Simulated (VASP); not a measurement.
A run of VASP 6.6.1:

INCAR

```
SYSTEM = CsLiCr2Te2S3
PREC     = Accurate       ! precision mode
ENCUT    = 520            ! plane-wave cutoff, eV
EDIFF    = 1E-6           ! SCF threshold, eV
ISMEAR   = -1             ! smearing method
SIGMA    = 0.05           ! smearing width, eV
LREAL    = .False.        ! projectors in reciprocal space
LASPH    = .True.         ! aspherical terms in the spheres
NELM     = 150            ! most SCF steps
ALGO     = Normal         ! electronic algorithm
ISIF     = 2              ! what is computed and relaxed
LWAVE    = .False.        ! write WAVECAR
LCHARG   = .False.        ! write CHGCAR
ISPIN    = 2              ! spin polarisation
MAGMOM   = 0 0 3 3 0 0 0 0 0 ! initial moments
LORBIT   = 11             ! projections on sites
LMAXMIX  = 4              ! l up to which the mixer works
GGA      = PE             ! functional
NBANDS   = 47             ! bands
```

File KPOINTS:

```
regular mesh
0
Gamma
  6 6 1
  0 0 0
```

Contents of POSCAR:

```
CsLiCr2Te2S3
1.0
    3.5674035295      0.0000000000      0.0000000000
   -1.7837017648      3.0894620821      0.0000000000
    0.0000000000      0.0000000000     17.9429612001
Cs Li Cr Te S
1 1 2 2 3
Direct
    0.0000000000      0.0000000000      0.3867374800
    0.6666666667      0.3333333333      0.0109179447
    0.0000000000      0.0000000000      0.8552467018
    0.3333333333      0.6666666667      0.1706546066
    0.3333333333      0.6666666667      0.5594066834
    0.6666666667      0.3333333333      0.7563573815
    0.0000000000      0.0000000000      0.0983339867
    0.3333333333      0.6666666667      0.9218170646
    0.6666666667      0.3333333333      0.2405381505
```

Potentials or basis: VASP PAW PBE potentials, release 64 (Cs_sv, Li_sv, Cr_pv, Te, S).

The run is started by

```sh
$ cat potpaw_PBE.64/Cs_sv/POTCAR potpaw_PBE.64/Li_sv/POTCAR potpaw_PBE.64/Cr_pv/POTCAR potpaw_PBE.64/Te/POTCAR potpaw_PBE.64/S/POTCAR > POTCAR
$ mpirun -np 1 vasp_std > vasp.out
```

Hardware: 1 thread of AMD EPYC 7R13 (shared host).

Q: How long does it take, and how much memory?

A: Wall time 7.2 min on 1 thread of AMD EPYC 7R13, on a shared host, peak memory 0.44 GiB. Counts: scf iterations 23, k points 7.
